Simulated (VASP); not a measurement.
Zn5O2:

```
CELL_PARAMETERS angstrom
-2.74187 2.77815 3.00370
2.74187 -2.77815 3.00370
2.74187 2.77815 -3.00370
ATOMIC_POSITIONS crystal
Zn 0.77778 0.10784 0.33005
Zn 0.77778 0.44773 0.66995
Zn 0.22222 0.55227 0.33005
Zn 0.22222 0.89216 0.66995
Zn 0.50000 0.00000 0.50000
O 0.88306 0.00000 0.88306
O 0.11694 0.00000 0.11694
```

The cell was built from a structure type or drawn by symmetry, and may not be a known phase.

* Program: VASP 6.6.1
* Task: relaxation of cell and atoms
* Functional: PBE
* Potentials or basis: VASP PAW PBE potentials, release 64 (Zn, O)
* Cutoff: 600 eV
* k mesh: 4 × 4 × 4
* Occupations: gaussian, width 0.2 eV
* Spin: no spin polarisation

At the start: pressure 75.0 GPa; volume 13.07 Å³/atom.

**Question.** How do energy, volume and symmetry change on relaxing?

**Answer.** Over 23 steps the energy falls by 2287.5 meV/atom and the volume is 16.68 Å³/atom (+27.6 %); space group Immm (No. 71, to 0.1 Å) before and after.

Step by step:
```tsv
step	energy change (eV)	largest force (eV/Å)	pressure (GPa)	volume (Å³)
1	0.0000	15.5745	75.00	91.52
2	-11.9967	2.4640	-9.09	196.96
3	-12.2140	2.7603	-8.65	188.95
4	-12.3555	3.0262	-8.25	182.72
5	-12.7341	4.1731	-4.67	150.33
6	-12.2835	3.0316	5.22	118.63
7	-12.7859	4.3405	-3.38	144.14
8	-14.3188	0.7974	-3.95	139.24
9	-14.4375	0.3336	-3.38	137.93
10	-14.4525	0.7590	-3.01	137.32
11	-14.8803	0.8666	-1.68	129.37
12	-15.0182	2.9555	12.67	105.70
13	-15.2936	0.7961	1.10	120.58
14	-15.3392	1.9685	7.97	110.01
15	-15.4142	1.1363	3.71	115.67
16	-15.6521	1.2160	3.30	114.47
17	-15.7716	1.4453	3.72	112.54
18	-15.9424	0.6611	0.88	115.07
19	-15.9730	0.3197	-0.66	116.78
20	-15.9905	0.2407	-0.34	116.26
21	-16.0041	0.1055	0.39	115.23
22	-16.0073	0.0838	0.21	115.62
23	-16.0123	0.0456	-0.30	116.79
```

Final structure:
```
CELL_PARAMETERS angstrom
-2.48484 3.26649 3.59720
2.48484 -3.26649 3.59720
2.48484 3.26649 -3.59720
ATOMIC_POSITIONS crystal
Zn 0.82128 0.07381 0.25253
Zn 0.82128 0.56875 0.74747
Zn 0.17872 0.43125 0.25253
Zn 0.17872 0.92619 0.74747
Zn 0.50000 0.00000 0.50000
O 0.80879 0.00000 0.80879
O 0.19121 0.00000 0.19121
```

Caveat: the k points lie up to 0.38 Å⁻¹ apart in the final cell, too coarse for converged energies and pressures of a metal; the volume moved by over 15 % at a fixed basis, so the end points are rough; the relaxation stopped at a loose force limit of 0.08 eV/Å, so its end isn't a converged minimum.
